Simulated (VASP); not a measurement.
Set up this calculation in VASP 6.6.1, as the native input.

* Task: single point
* Functional: PBEsol
* Potentials or basis: VASP PAW PBE potentials, release 64 (In_d)
* Cutoff: 520 eV
* k mesh: 13 × 13 × 13
* Occupations: fermi-dirac, width 0.1 eV
* Spin: no spin polarisation
* Dipole correction: no
* Further INCAR settings: ALGO = Normal; EDIFF = 1e-07; NBANDS = 12

The structure of In lies in POSCAR:

```
In
1.0
   -1.8879098321      1.8879098321      1.8879098321
    1.8879098321     -1.8879098321      1.8879098321
    1.8879098321      1.8879098321     -1.8879098321
In
1
Direct
    0.0000000000      0.0000000000      0.0000000000
```

This cell differs from its parent crystal: volume scaled by 1.04.

These files were run (other wordings do the same):

INCAR

```
  PREC = Accurate
  ENCUT = 520
  EDIFF = 1E-7
  ISMEAR = -1
  SIGMA = 0.1
  LREAL = F
  LASPH = T
  NELM = 60
  ALGO = Normal
  ISIF = 2
  LWAVE = F
  LCHARG = F
  GGA = PS
  NBANDS = 12
```

KPOINTS

```
Automatic mesh
0
Gamma
  13 13 13
```

Potentials or basis: VASP PAW PBE potentials, release 64 (In_d).

Launch:

```console
$ cat potpaw_PBE.64/In_d/POTCAR > POTCAR
$ mpirun -np 1 vasp_std > vasp.out
```

It gave:

| Property | Result |
| --- | --- |
| Pressure | -1.7 GPa |

Caveat: the PAW data sets were made with another functional, which shifts forces and pressure a little.

Wall time 20 s on 1 thread of Intel Xeon 8259CL, with other jobs on the host, peak memory 0.15 GiB.
